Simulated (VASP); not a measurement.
# Mg2Ti2O3 (P6/mmm) in VASP: a series of runs

The runs below take Mg2Ti2O3 through single point, relaxation of cell and atoms, with PBE.

All numbers are computed with VASP 6.6.1; they aren't measurements. Logs are shortened: lines on timing, memory, paths and dates and some standing lists are left out, and cuts for length are marked.

### 1 The cell of the first run

Symmetry: P6/mmm, No. 191, hexagonal system. Conventional cell: a = 6.276 Å, b = 6.276 Å, c = 4.520 Å, α = 90.00°, β = 90.00°, γ = 120.00°. Mg (site symmetry -6m2) has 3 O at 1.81 Å within 2.4 Å. Ti (site symmetry 6/mmm) has 2 Ti at 2.26 Å within 3.0 Å. Within 3.0 Å of Ti (site symmetry 6/mmm) lie 2 Ti at 2.26 Å. Within 2.4 Å of O (site symmetry mmm) lie 2 Mg at 1.81 Å.

The cell was generated, and may not be a known phase.

### 2 Single point, PBE, collinear spin

The input, INCAR:

```
PREC = Accurate ; ENCUT = 600
EDIFF = 1E-6 ; ISMEAR = 0
SIGMA = 0.2 ; LREAL = False
LASPH = True ; NELM = 200
ALGO = Normal ; ISIF = 2
LWAVE = False ; LCHARG = False
ISPIN = 2 ; MAGMOM = 0 0 1 1 0 0 0
LORBIT = 11 ; LMAXMIX = 4
GGA = PE ; NBANDS = 36
GGA_COMPAT = False
```

The input, KPOINTS:

```
regular mesh
0
Gamma
  4 4 4
```

The input, POSCAR:

```
Mg2Ti2O3
1.0
    6.2763409594      0.0000000000      0.0000000000
   -3.1381704797      5.4354707137      0.0000000000
    0.0000000000      0.0000000000      4.5202013994
Mg Ti O
2 2 3
Direct
    0.3333333333      0.6666666667      0.5000000000
    0.6666666667      0.3333333333      0.5000000000
    0.0000000000      0.0000000000      0.5000000000
    0.0000000000      0.0000000000      0.0000000000
    0.5000000000      0.0000000000      0.5000000000
    0.0000000000      0.5000000000      0.5000000000
    0.5000000000      0.5000000000      0.5000000000
```

Potentials or basis: VASP PAW PBE potentials, release 64 (Mg, Ti_sv, O).

On the command line:

```console
> cat potpaw_PBE.64/Mg/POTCAR potpaw_PBE.64/Ti_sv/POTCAR potpaw_PBE.64/O/POTCAR > POTCAR
> mpirun -np 1 vasp_std > vasp.out
```

OUTCAR:

```text
PREC = Accurate
   ENCUT = 600
   EDIFF = 1E-6
   ISMEAR = 0
   LREAL = False
   LASPH = True
   NELM = 200
   ISIF = 2
   ISPIN = 2
   LORBIT = 11
   GGA = PE

 ion  position               nearest neighbor table
   1  0.333  0.667  0.500-   6 1.81   5 1.81   7 1.81   2 3.62   2 3.62   2 3.62
   2  0.667  0.333  0.500-   6 1.81   5 1.81   7 1.81   1 3.62   1 3.62   1 3.62
   3  0.000  0.000  0.500-   4 2.26   4 2.26
   4  0.000  0.000  0.000-   3 2.26   3 2.26
   5  0.500  0.000  0.500-   1 1.81   2 1.81
   6  0.000  0.500  0.500-   1 1.81   2 1.81
   7  0.500  0.500  0.500-   1 1.81   2 1.81

  LATTYP: Found a hexagonal cell.
 ALAT       =     6.2763409594
 C/A-ratio  =     0.7201969155

  Lattice vectors:

 A1 = (   6.2763409594,   0.0000000000,   0.0000000000)
 A2 = (  -3.1381704797,   5.4354707137,   0.0000000000)
 A3 = (   0.0000000000,   0.0000000000,   4.5202013994)

Analysis of symmetry for initial positions (statically):
=====================================================================
 Subroutine PRICEL returns:
 Original cell was already a primitive cell.

 Routine SETGRP: Setting up the symmetry group for a
 hexagonal supercell.

 Subroutine GETGRP returns: Found 24 space group operations
 (whereof 24 operations were pure point group operations)
 out of a pool of 24 trial point group operations.

The static configuration has the point symmetry D_6h.

Analysis of symmetry for dynamics (positions and initial velocities):
=====================================================================
 Subroutine PRICEL returns:
 Original cell was already a primitive cell.

 Routine SETGRP: Setting up the symmetry group for a
 hexagonal supercell.

 Subroutine GETGRP returns: Found 24 space group operations
 (whereof 24 operations were pure point group operations)
 out of a pool of 24 trial point group operations.

The dynamic configuration has the point symmetry D_6h.

Analysis of structural, dynamic, and magnetic symmetry:
=====================================================================
 Subroutine PRICEL returns:
 Original cell was already a primitive cell.

 Routine SETGRP: Setting up the symmetry group for a
 hexagonal supercell.

 Subroutine GETGRP returns: Found 24 space group operations
 (whereof 24 operations were pure point group operations)
 out of a pool of 24 trial point group operations.

The overall configuration has the point symmetry D_6h.

 Subroutine INISYM returns: Found 24 space group operations
 (whereof 24 operations are pure point group operations),
 and found     1 'primitive' translations

----------------------------------------------------------------------------------------

                                     Primitive cell

  volume of cell :     154.2061

  direct lattice vectors                    reciprocal lattice vectors
     6.276340959  0.000000000  0.000000000     0.159328502  0.091988353  0.000000000
    -3.138170480  5.435470714  0.000000000     0.000000000  0.183976706  0.000000000
     0.000000000  0.000000000  4.520201399     0.000000000  0.000000000  0.221229081

  length of vectors
     6.276340959  6.276340959  4.520201399     0.183976706  0.183976706  0.221229081

  position of ions in fractional coordinates (direct lattice)
     0.333333333  0.666666667  0.500000000
     0.666666667  0.333333333  0.500000000
     0.000000000  0.000000000  0.500000000
     0.000000000  0.000000000  0.000000000
     0.500000000  0.000000000  0.500000000
     0.000000000  0.500000000  0.500000000
     0.500000000  0.500000000  0.500000000

  ion indices of the primitive-cell ions
   primitive index   ion index
                 1           1
                 2           2
                 3           3
                 4           4
                 5           5
                 6           6
                 7           7

[... 32 lines left out ...]
  0.000000  0.000000  0.250000      2.000000
  0.250000  0.000000  0.250000     12.000000
  0.500000  0.000000  0.250000      6.000000
  0.250000  0.250000  0.250000     12.000000
  0.000000  0.000000  0.500000      1.000000
  0.250000  0.000000  0.500000      6.000000
  0.500000  0.000000  0.500000      3.000000
  0.250000  0.250000  0.500000      6.000000
   k-points           NKPTS =     12   k-points in BZ     NKDIM =     12   number of bands    NBANDS=     36
   number of dos      NEDOS =    301   number of ions     NIONS =      7
   total plane-waves  NPLWV =  90000
   dimension x,y,z NGX =    50 NGY =   50 NGZ =   36
   dimension x,y,z NGXF=   100 NGYF=  100 NGZF=   72
   ions per type =               2   2   3
   NGX,Y,Z   is equivalent  to a cutoff of  13.24, 13.24, 13.24 a.u.
   NGXF,Y,Z  is equivalent  to a cutoff of  26.49, 26.49, 26.48 a.u.
 SYSTEM =  unknown system
   PREC   = accura    normal or accurate (medium, high low for compatibility)
   ISTART =      0    job   : 0-new  1-cont  2-samecut
   ICHARG =      2    charge: 1-file 2-atom 10-const
   ISPIN  =      2    spin polarized calculation?
   LNONCOLLINEAR =      F non collinear calculations
   LSORBIT =      F    spin-orbit coupling
   LASPH  =      T    aspherical Exc in radial PAW
   ENCUT  =  600.0 eV  44.10 Ry    6.64 a.u.  12.54 12.54  9.03*2*pi/ulx,y,z
   NELM   =    200;   NELMIN=  2; NELMDL= -5     # of ELM steps
   EDIFF  = 0.1E-05   stopping-criterion for ELM
   LREAL  =      F    real-space projection
   EDIFFG = 0.1E-04   stopping-criterion for IOM
   NSW    =      0    number of steps for IOM
   IBRION =     -1    ionic relax: 0-MD 1-quasi-New 2-CG
   NFREE  =      0    steps in history (QN), initial steepest desc. (CG)
   ISIF   =      2    stress and relaxation
   ISYM   =      2    0-nonsym 1-usesym 2-fastsym
   POTIM  = 0.5000    time-step for ionic-motion
   TEBEG  =    0.0;   TEEND  =   0.0 temperature during run
   PSTRESS=    0.0 pullay stress
   NELECT =      46.0000    total number of electrons
   NUPDOWN=      -1.0000    fix difference up-down
   EMIN   =  10.00;   EMAX   =-10.00  energy-range for DOS
   EFERMI =   0.00;   METHOD = LEGACY
   ISMEAR =     0;   SIGMA  =   0.20  broadening in eV -4-tet -1-fermi 0-gaus
   EFERMI_NEDOS =   21; number of points for ismear=-14 and -15
   IALGO  =     38    algorithm
   IMIX   =      4    mixing-type and parameters
     AMIX     =   0.40;   BMIX     =  1.00
     AMIX_MAG =   1.60;   BMIX_MAG =  1.00
  volume/ion in A,a.u.               =      22.03       148.66
  Fermi-wavevector in a.u.,A,eV,Ry     =   1.093856  2.067089 16.279666  1.196522
  Thomas-Fermi vector in A             =   2.230150
   LORBIT       =     11    0 simple, 1 ext, 2 COOP (PROOUT), +10 PAW based schemes
   GGA     = PE    functional components
   LHFCALC =     F    Hartree Fock is set to
   AEXX    =    0.0000 exact exchange contribution
   IVDW    =     0    specifies the selected vdW correction
   LEPSILON=     F    determine dielectric tensor
   LRPA    =     F    only Hartree local field effects (RPA)
 spin polarized calculation
 Gauss-broadening in eV      SIGMA  =   0.20
  energy-cutoff  :      600.00
  volume of cell :      154.21
 maximum number of plane-waves:      5184
   NGX = 25   NGY = 25   NGZ = 19

 number of electron      46.0000015 magnetization       1.1383554

 Free energy of the ion-electron system (eV)
  ---------------------------------------------------
  ext. energy  EPLUGINS =         0.00000000
  ---------------------------------------------------
  free energy    TOTEN  =       -37.39758123 eV

  energy without entropy =      -37.27471589  energy(sigma->0) =      -37.33614856

 E-fermi :   1.3365     XC(G=0):  -7.8033

 val. band max:        1.3333301402   @ k =   0.2500   0.0000   0.5000
 cond. band min:       1.3414909874   @ k =   0.2500   0.0000   0.0000
 fundamental gap:      0.0081608473
 Fermi energy:         1.3364775865

 spin component 1

 k-point     1 :       0.0000    0.0000    0.0000
  band No.  band energies     occupation
      1     -56.2398      1.00000
      2     -55.6960      1.00000
      3     -33.2832      1.00000
      4     -32.6704      1.00000
      5     -32.6704      1.00000
      6     -32.2682      1.00000
[... 445 lines left out ...]
     34       5.7419      0.00000
     35       6.9692      0.00000
 Fermi energy:         1.3364775865

 spin component 2

 k-point     1 :       0.0000    0.0000    0.0000
  band No.  band energies     occupation
      1     -55.8765      1.00000
      2     -55.2995      1.00000
      3     -33.0231      1.00000
      4     -32.2340      1.00000
      5     -32.2340      1.00000
      6     -31.8269      1.00000
[... 445 lines left out ...]
     34       5.9121      0.00000
     35       7.1375      0.00000
 [bands above 35 left out]

------------------------ aborting loop because EDIFF is reached ----------------------------------------

  FORCE on cell =-STRESS in cart. coord.  units (eV):
  Direction    XX          YY          ZZ          XY          YZ          ZX
  --------------------------------------------------------------------------------------
  -------------------------------------------------------------------------------------
  Total       -0.1207204     -0.1207204      0.0241422      0.0000000      0.0000000      0.0000000
  in kB       -1.2542658     -1.2542658      0.2508334      0.0000000      0.0000000      0.0000000
  external PRESSURE =      -0.7525661 kB  Pullay stress =       0.0000000 kB

 VOLUME and BASIS-vectors are now :
 -----------------------------------------------------------------------------
  energy-cutoff  :      600.00
  volume of cell :      154.21
      direct lattice vectors                 reciprocal lattice vectors
     6.276340959  0.000000000  0.000000000     0.159328502  0.091988353  0.000000000
    -3.138170480  5.435470714  0.000000000     0.000000000  0.183976706  0.000000000
     0.000000000  0.000000000  4.520201399     0.000000000  0.000000000  0.221229081

 POSITION                                       TOTAL-FORCE (eV/Angst)
 -----------------------------------------------------------------------------------
     -0.00000      3.62365      2.26010        -0.000000     -0.000000      0.000000
      3.13817      1.81182      2.26010         0.000000      0.000000      0.000000
      0.00000      0.00000      2.26010        -0.000000      0.000000      0.000000
      0.00000      0.00000      0.00000        -0.000000      0.000000      0.000000
      3.13817      0.00000      2.26010        -0.000000      0.000000      0.000000
     -1.56909      2.71774      2.26010        -0.000000      0.000000      0.000000
      1.56909      2.71774      2.26010        -0.000000      0.000000      0.000000
 -----------------------------------------------------------------------------------
    total drift:                                0.000000      0.000000      0.000000

  FREE ENERGIE OF THE ION-ELECTRON SYSTEM (eV)
  ---------------------------------------------------
  free  energy   TOTEN  =       -37.3975812290 eV

  energy  without entropy=      -37.2747158947  energy(sigma->0) =      -37.33614856

 total charge

# of ion       s       p       d       tot
------------------------------------------
    1        0.196   0.238   0.108   0.542
    2        0.196   0.238   0.108   0.542
    3        2.177   5.990   2.184  10.352
    4        2.185   5.972   2.266  10.424
    5        1.565   3.429   0.000   4.994
    6        1.565   3.429   0.000   4.994
    7        1.565   3.429   0.000   4.994
--------------------------------------------------
tot          9.451  22.724   4.667  36.842

 magnetization (x)

# of ion       s       p       d       tot
------------------------------------------
    1       -0.000  -0.000   0.000   0.000
    2       -0.000  -0.000   0.000   0.000
    3        0.007   0.010   0.227   0.244
    4        0.018   0.009   0.525   0.552
    5        0.002  -0.005   0.000  -0.003
    6        0.002  -0.005   0.000  -0.003
    7        0.002  -0.005   0.000  -0.003
--------------------------------------------------
tot          0.030   0.004   0.752   0.786
```

It took 7.2 min on 1 thread of Oxide Virtual Turin-like, shared host; peak memory 0.39 GiB.

Results:

| Quantity | Value |
| --- | --- |
| Free energy | -37.3976 eV |
| Pressure | -0.1 GPa |
| Net moment | 1.14 μB per cell |
| Site moments | Mg +0.00; Ti +0.24, +0.55; O -0.00 μB |
| Valence electrons inside the program's atomic spheres | Mg 0.54; Ti 10.35, 10.42; O 4.99 |

Stress tensor (GPa, compression positive):
```
-0.13  0.00  0.00
 0.00 -0.13  0.00
 0.00  0.00  0.03
```

Levels at points of the mesh, in eV from the Fermi level:
Spin up:
| k point | band 20 | band 21 | band 22 | band 23 | band 24 | band 25 | band 26 | band 27 | band 28 | band 29 |
| --- | --- | --- | --- | --- | --- | --- | --- | --- | --- | --- |
| (0.00, 0.00, 0.00) | -1.82 | -1.54 | -1.54 | -1.22 | -1.19 | -0.29 | -0.29 | 1.28 | 1.28 | 2.74 |
| (0.50, 0.00, 0.00) | -1.84 | -1.77 | -1.35 | -1.34 | -0.35 | 0.21 | 0.42 | 1.24 | 1.34 | 1.47 |
| (0.00, 0.00, 0.50) | -1.21 | -0.09 | -0.09 | 0.26 | 0.26 | 0.40 | 0.40 | 0.56 | 0.62 | 0.62 |
| (0.50, 0.00, 0.50) | -1.76 | -0.13 | 0.06 | 0.20 | 0.23 | 0.23 | 0.30 | 0.50 | 0.70 | 1.00 |
Spin down:
```
           k point  band 19  band 20  band 21  band 22  band 23  band 24  band 25  band 26  band 27  band 28
(0.00, 0.00, 0.00)    -1.54    -1.54    -1.47    -1.47    -1.25    -0.85     0.18     0.18     1.75     1.75
(0.50, 0.00, 0.00)    -1.81    -1.79    -1.77    -1.20    -1.12     0.09     0.70     0.85     1.47     1.77
(0.00, 0.00, 0.50)    -1.81    -1.23     0.18     0.18     0.69     0.69     0.82     0.92     0.92     1.03
(0.50, 0.00, 0.50)    -1.86    -1.75     0.31     0.31     0.47     0.62     0.79     0.95     1.00     1.02
```

Caveat: a moment this small can come from the mesh or the smearing.

[end of part 1 of 2]
